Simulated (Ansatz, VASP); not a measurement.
One calculation of Nb, two programs

File INCAR:

```
SYSTEM = Nb
PREC     = Accurate       ! precision mode
ENCUT    = 520            ! plane-wave cutoff, eV
EDIFF    = 1E-6           ! SCF threshold, eV
ISMEAR   = -1             ! smearing method
SIGMA    = 0.05           ! smearing width, eV
LREAL    = .False.        ! projectors in reciprocal space
LASPH    = .True.         ! aspherical terms in the spheres
NELM     = 80             ! most SCF steps
ALGO     = Normal         ! electronic algorithm
ISIF     = 2              ! what is computed and relaxed
LWAVE    = .False.        ! write WAVECAR
LCHARG   = .True.         ! write CHGCAR
GGA      = PS             ! functional
LELF     = .True.         ! ELF
LVHAR    = .True.       
NBANDS   = 20             ! bands
```

Contents of KPOINTS:

```
regular mesh
0
Gamma
  17 17 9
  0 0 0
```

Contents of POSCAR:

```
Nb
1.0
    2.4269818349      0.0000000000      0.0000000000
   -1.2134909175      2.1018279236      0.0000000000
    0.0000000000      0.0000000000      4.2403983909
Nb
2
Direct
    0.3333333333      0.6666666667      0.2500000000
    0.6666666667      0.3333333333      0.7500000000
```

Input for Ansatz:

```yaml
crystal:
  lattice:
    - [2.4269818349, 0.0, 0.0]
    - [-1.2134909175, 2.1018279236, 0.0]
    - [0.0, 0.0, 4.2403983909]
  atoms:
    - { symbol: Nb, position: [0.3333333333, 0.6666666667, 0.25] }
    - { symbol: Nb, position: [0.6666666667, 0.3333333333, 0.75] }
kpoints:
  mp_grid: { grid: [17, 17, 9] }
scf:
  occupations: { method: fermi_dirac, width: 0.05 }
hamiltonian:
  xc: pbesol
  pseudopotentials: { kind: all_electron, lapw: { basis_error: 0.001 } }
output:
  forces: true
  stress: true
  eigenvalues: true
  populations: true
```

Change from the starting cell: volume scaled by 0.6, LAPW.

Alike in both runs: task single point; functional PBEsol; k mesh 17 × 17 × 9; occupations fermi-dirac, width 0.05 eV; no spin polarisation.

|  | VASP | Ansatz |
| --- | --- | --- |
| version | VASP 6.6.1 | Ansatz 0.2.0 |
| potentials or method | VASP PAW PBE potentials, release 64 (Nb_sv), cutoff 520 eV | all-electron LAPW, scalar-relativistic |

Ansatz gave:

```
pressure (GPa)                                                : 218.9
traceless stress, the component that is largest in VASP (GPa) : 0.12
```

**Question.** Which values does VASP return?

**Answer.** Pressure (GPa): 219.7; traceless stress, the component that is largest in VASP (GPa): -0.13.

VASP's potentials were made for PBE, not for PBEsol. Both programs put the cell under a high pressure, so it lies far from rest at this level. Ansatz ran all-electron here, and VASP with PAW potentials.

Noted on VASP's run: the cell as given lies far from equilibrium.
